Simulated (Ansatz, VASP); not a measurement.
## One calculation of Ta, two programs

INCAR

```
SYSTEM = Ta
PREC = Accurate
ENCUT = 520
EDIFF = 1E-6
ISMEAR = 0
SIGMA = 0.15
LREAL = .FALSE.
LASPH = .TRUE.
NELM = 100
ALGO = Fast
ISIF = 2
LWAVE = .FALSE.
LCHARG = .FALSE.
GGA = PS
NBANDS = 12
```

Contents of KPOINTS:

```
regular mesh
0
G
  20 20 20
  0 0 0
```

POSCAR

```
Ta
1.0
   -1.6512800000      1.6512800000      1.7008184000
    1.6512800000     -1.6512800000      1.7008184000
    1.6512800000      1.6512800000     -1.7008184000
Ta
1
Direct
    0.0000000000      0.0000000000      0.0000000000
```

Input for Ansatz:

```yaml
crystal:
  lattice:
    - [-1.65128, 1.65128, 1.7008184]
    - [1.65128, -1.65128, 1.7008184]
    - [1.65128, 1.65128, -1.7008184]
  atoms:
    - { symbol: Ta, position: [0.0, 0.0, 0.0] }
basis:
  ecutwfc: 420
kpoints:
  mp_grid: { grid: [20, 20, 20] }
hamiltonian:
  xc: pbesol
scf:
  occupations: { method: gaussian, width: 0.15 }
output:
  forces: true
  stress: true
  eigenvalues: true
```

Change from the starting cell: strain +0.000 along x and y, +0.030 along z, atoms carried along.

Alike in both runs: task single point; functional PBEsol; k mesh 20 × 20 × 20; occupations gaussian, width 0.15 eV; no spin polarisation.

|  | VASP | Ansatz |
| --- | --- | --- |
| version | VASP 6.6.1 | Ansatz 0.2.0 |
| potentials or method | VASP PAW PBE potentials, release 64 (Ta_pv), cutoff 520 eV | scalar-relativistic, plane waves, PAW |
| valence electrons in the cell | 11 | 13 |

```csv
,VASP,Ansatz,Ansatz less VASP
gap on the k mesh at the Fermi level (eV),none,none,-
pressure (GPa),-9.0,-9.1,-0.13
"traceless stress, the component that is largest in VASP (GPa)",-2.11,-2.11,-0.003
```

VASP's potentials were made for PBE, not for PBEsol. A gap of «none» marks a metal or a gap that the smearing closes. VASP's potentials hold 11 valence electrons a cell and Ansatz's 13, so a difference there can come from the potentials and not from the codes.

Spin-orbit coupling is off throughout.
